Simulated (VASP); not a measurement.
A run of VASP 6.6.1 is set up as follows.

File POSCAR:

```
PbSe
1.0
    0.0000000000      2.9329718371      2.9329718371
    2.9329718371      0.0000000000      2.9329718371
    2.9329718371      2.9329718371      0.0000000000
Pb Se
1 1
Direct
    0.0000000000      0.0000000000      0.0000000000
    0.5000000000      0.5000000000      0.5000000000
```

Contents of INCAR.step1:

```
SYSTEM = PbSe
PREC = Accurate
ENCUT = 520
ISMEAR = 0
SIGMA = 0.01
LREAL = .False.
LASPH = .True.
NELM = 150
MAGMOM = 0 0 0 0 0 0
LSORBIT = .True.
GGA_COMPAT = .False.
NBANDS = 32
GGA = PE
ALGO = Normal
EDIFF = 1E-4
LWAVE = .True.
LCHARG = .False.
```

INCAR.step2

```
SYSTEM = PbSe
PREC = Accurate
ENCUT = 520
EDIFF = 1E-7
ISMEAR = 0
SIGMA = 0.01
LREAL = .False.
LASPH = .True.
NELM = 150
ALGO = Normal
ISIF = 2
LWAVE = .False.
LCHARG = .False.
MAGMOM = 0 0 0 0 0 0
LORBIT = 11
LSORBIT = .True.
GGA_COMPAT = .False.
LORBMOM = .True.
METAGGA = R2SCAN
LMIXTAU = .True.
IVDW = 12
VDW_S6 = 1.0
VDW_S8 = 0.78981345
VDW_A1 = 0.49484001
VDW_A2 = 5.73083694
NBANDS = 32
ISTART = 1
```

The input KPOINTS:

```
regular mesh
0
Gamma
  8 8 8
  0 0 0
```

Potentials or basis: VASP PAW PBE potentials, release 64 (Pb_d, Se).

Command:

```console
$ cat potpaw_PBE.64/Pb_d/POTCAR potpaw_PBE.64/Se/POTCAR > POTCAR
$ cp INCAR.step1 INCAR
$ mpirun -np 1 vasp_ncl > vasp.out
$ cp INCAR.step2 INCAR
$ mpirun -np 1 vasp_ncl > vasp.out
```

Question: Predict the pressure.

Answer: 9.3 GPa.

Question: Predict the net moment.

Answer: 0.00 μB per cell.

Question: Predict the dispersion energy per atom.

Answer: -0.198 eV.

Moments on the atoms (μB; x, y, z):
```
Pb  0.00 0.00 0.00
Se  0.00 0.00 0.00
```

Caveat: three body term missing; the cell stands under pressure; the PAW data sets were made with another functional, which shifts forces and pressure a little.
